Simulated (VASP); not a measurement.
TaTiTe4:

```xyz
6
Lattice="3.7363 0.0000 0.0000 -1.8682 3.2357 0.0000 0.0000 0.0000 14.1328" Properties=species:S:1:pos:R:3 pbc="T T T"
Ti    0.0000    0.0000    7.0664
Ta    0.0000    0.0000    0.0000
Te    1.8682    1.0786   12.3226
Te    1.8682    1.0786    5.3295
Te    0.0000    2.1572    8.8033
Te    0.0000    2.1572    1.8102
```

| Item | Value |
| --- | --- |
| Program | VASP 6.6.1 |
| Task | relaxation of cell and atoms |
| Functional | PBEsol |
| Potentials or basis | VASP PAW PBE potentials, release 64 (Ti_sv, Ta_pv, Te) |
| Cutoff | 600 eV |
| k mesh | 7 × 7 × 2 |
| Occupations | methfessel-paxton, width 0.1 eV |
| Spin | no spin polarisation |

At the start: pressure -2.9 GPa; volume 28.48 Å³/atom.

Q: How do energy, volume and symmetry change on relaxing?

A: Over 21 steps the energy falls by 23.2 meV/atom and the volume is 25.37 Å³/atom (-10.9 %); space group P-3m1 (No. 164, to 0.05 Å).

Step by step:
```csv
step,energy change (eV),largest force (eV/Å),pressure (GPa),volume (Å³)
1,0.0000,0.1922,-2.94,170.86
2,0.0004,0.9283,3.22,158.25
3,-0.0634,0.3419,-0.09,164.40
4,-0.0824,0.2283,-0.08,162.99
5,-0.0933,0.1330,-0.09,160.74
6,-0.0996,0.1053,0.01,159.86
7,-0.1137,0.1841,0.34,157.20
8,-0.1121,0.4060,1.26,151.90
9,-0.1185,0.2935,0.73,154.87
10,-0.1218,0.2490,0.51,154.89
11,-0.1267,0.1822,-0.12,154.93
12,-0.1269,0.2020,-0.24,154.93
13,-0.1289,0.1832,-0.21,154.70
14,-0.1333,0.1275,-0.10,154.01
15,-0.1382,0.0287,0.06,152.62
16,-0.1239,0.1934,0.53,149.75
17,-0.1386,0.0203,0.12,152.33
18,-0.1388,0.0130,0.16,151.98
19,-0.1389,0.0413,-0.11,152.35
20,-0.1389,0.0215,0.00,152.19
21,-0.1390,0.0122,0.00,152.22
```

Final structure:
```
Ti Ta Te
1.0
     3.66990    0.00000    0.00000
    -1.83495    3.17823    0.00000
     0.00000    0.00000   13.05102
Ti Ta Te
1 1 4
Direct
  0.00000 0.00000 0.50000
  0.00000 0.00000 0.00000
  0.66667 0.33333 0.86111
  0.66667 0.33333 0.36778
  0.33333 0.66667 0.63222
  0.33333 0.66667 0.13889
```

Caveat: the PAW data sets were made with another functional, which shifts forces and pressure a little; this functional lacks dispersion, which binds the layers, so the pressure and a relaxed spacing across them are unreliable.
